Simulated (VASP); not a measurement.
Input of a VASP 6.6.1 run:

Contents of INCAR:

```
PREC = Accurate ; ENCUT = 520
EDIFF = 1E-7 ; ISMEAR = -1
SIGMA = 0.1 ; LREAL = False
LASPH = True ; NELM = 100
ALGO = Normal ; ISIF = 2
LWAVE = False ; LCHARG = False
GGA = PE ; NBANDS = 8
```

File KPOINTS:

```
regular mesh
0
Gamma
  26 26 26
```

POSCAR

```
B
1.0
    0.0000000000      1.2140042306      1.2140042306
    1.2140042306      0.0000000000      1.2140042306
    1.2140042306      1.2140042306      0.0000000000
B
1
Direct
    0.0000000000      0.0000000000      0.0000000000
```

Potentials or basis: VASP PAW PBE potentials, release 64 (B).

Run with:

```console
$ cat potpaw_PBE.64/B/POTCAR > POTCAR
$ mpirun -np 1 vasp_std > vasp.out
```

Q: Estimate the pressure.

A: 330.5 GPa.
